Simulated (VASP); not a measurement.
Set up this calculation in VASP 6.6.1, as the native input.

```
Task                   : relaxation of cell and atoms
Functional             : PBE
Potentials or basis    : VASP PAW PBE potentials, release 64 (Ta_pv, Bi_d)
Cutoff                 : 600 eV
k mesh                 : 10 × 10 × 6
Occupations            : fermi-dirac, width 0.1 eV
Spin                   : no spin polarisation
Target pressure        : 200 GPa
Dipole correction      : no
Further INCAR settings : ALGO = Normal; EDIFF = 1e-06; IBRION = 2; EDIFFG = -0.005; NSW = 60; ISIF = 3
```

The structure of TaBi (wurtzite type) lies in POSCAR:

```
TaBi
1.0
    3.4878425286      0.0000000000      0.0000000000
   -1.7439212643      3.0205602342      0.0000000000
    0.0000000000      0.0000000000      5.6851833216
Ta Bi
2 2
Direct
    0.3333333333      0.6666666667      0.0000000000
    0.6666666667      0.3333333333      0.5000000000
    0.3333333333      0.6666666667      0.3760000000
    0.6666666667      0.3333333333      0.8760000000
```

One way to write it, as run:

INCAR

```
PREC = Accurate
ENCUT = 600
EDIFF = 1E-6
ISMEAR = -1
SIGMA = 0.1
LREAL = False
LASPH = True
NELM = 100
ALGO = Normal
ISIF = 3
LWAVE = False
LCHARG = False
GGA = PE
IBRION = 2
NSW = 60
EDIFFG = -0.005
PSTRESS = 2000.0
```

KPOINTS

```
regular mesh
0
Gamma
  10 10 6
```

Potentials or basis: VASP PAW PBE potentials, release 64 (Ta_pv, Bi_d).

Run with:

```console
$ cat potpaw_PBE.64/Ta_pv/POTCAR potpaw_PBE.64/Bi_d/POTCAR > POTCAR
$ mpirun -np 1 vasp_std > vasp.out
```

It gave:

```yaml
Relaxed_volume: 13.78 Å³/atom
Relaxed_cell: a = 2.657 Å, b = 2.657 Å, c = 9.019 Å, α = 90.00°, β = 90.00°, γ = 120.00°
Space_group_after_relaxing_to_0.1_Å: P6_3mc (No. 186)
Energy_change_on_relaxing_the_run_minimises_the_enthalpy: -5428.9 meV/atom
Ionic_steps: 43
Pressure_after_relaxing: 200.0 GPa
Band_gap_on_the_k_mesh: zero (bands 26 and 27 overlap by 2.69 eV)
```

Caveat: the cell is relaxed towards a set pressure, so the run minimises the enthalpy, not the energy; a cell axis changed by over 15 % at a fixed basis, so the end point is rough; spin-orbit coupling is left out, which moves the levels of the heavy elements.

It took 38 min on 1 thread of Intel(R) Xeon(R) Platinum 8488C (Sapphire Rapids) (shared host), peak memory 0.28 GiB.
